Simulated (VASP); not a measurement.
Input of a VASP 6.6.1 run:

File INCAR:

```
PREC = Accurate
ENCUT = 520
EDIFF = 1E-6
ISMEAR = -1
SIGMA = 0.1
LREAL = False
LASPH = True
NELM = 80
ALGO = Normal
ISIF = 2
LWAVE = False
LCHARG = True
GGA = RE
LELF = True
LVHAR = True
NBANDS = 10
```

File KPOINTS:

```
regular mesh
0
Gamma
  16 16 16
```

POSCAR

```
Re
1.0
   -1.4956040250      1.4956040250      1.4956040250
    1.4956040250     -1.4956040250      1.4956040250
    1.4956040250      1.4956040250     -1.4956040250
Re
1
Direct
    0.0000000000      0.0000000000      0.0000000000
```

Potentials or basis: VASP PAW PBE potentials, release 64 (Re).

The run is started by

```sh
$ cat potpaw_PBE.64/Re/POTCAR > POTCAR
$ mpirun -np 1 vasp_std > vasp.out
```

(1) Estimate the pressure.

(2) Estimate the band gap on the k mesh.

Results:

(1) 59.6 GPa.

(2) zero (an odd number of electrons rules out a gap without spin polarisation).

Caveat: the cell stands under pressure; the PAW data sets were made with another functional, which shifts forces and pressure a little; spin-orbit coupling is left out, which moves the levels of the heavy elements.
